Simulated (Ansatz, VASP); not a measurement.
## Two plane-wave programs on CdS

```xyz
2
Lattice="0.0000 2.9926 2.9926 2.9926 0.0000 2.9926 2.9926 2.9926 0.0000" Properties=species:S:1:pos:R:3 pbc="T T T"
Cd    0.0000    0.0000    0.0000
S     1.4963    1.4963    1.4963
```

Alike in both runs: task single point; functional PBE; k mesh 6 × 6 × 6; no spin polarisation.

|  | VASP | Ansatz |
| --- | --- | --- |
| version | VASP 6.6.1 | Ansatz 0.2.0 |
| potentials or method | VASP PAW PBE potentials, release 64 (Cd, S) | plane waves, PAW |
| plane-wave cutoff (eV) | 520 | 420 |
| occupations | gaussian, width 0.01 eV | fixed |
| valence electrons in the cell | 18 | 26 |

Ansatz gave:

- gap on the k mesh at the Fermi level (eV): 0.97
- pressure (GPa): -1.5

Q: What did VASP give for the same quantities?

A: gap on the k mesh at the Fermi level (eV): 0.98; pressure (GPa): -1.2.

VASP's potentials hold 18 valence electrons a cell and Ansatz's 26, so a difference there can come from the potentials and not from the codes.
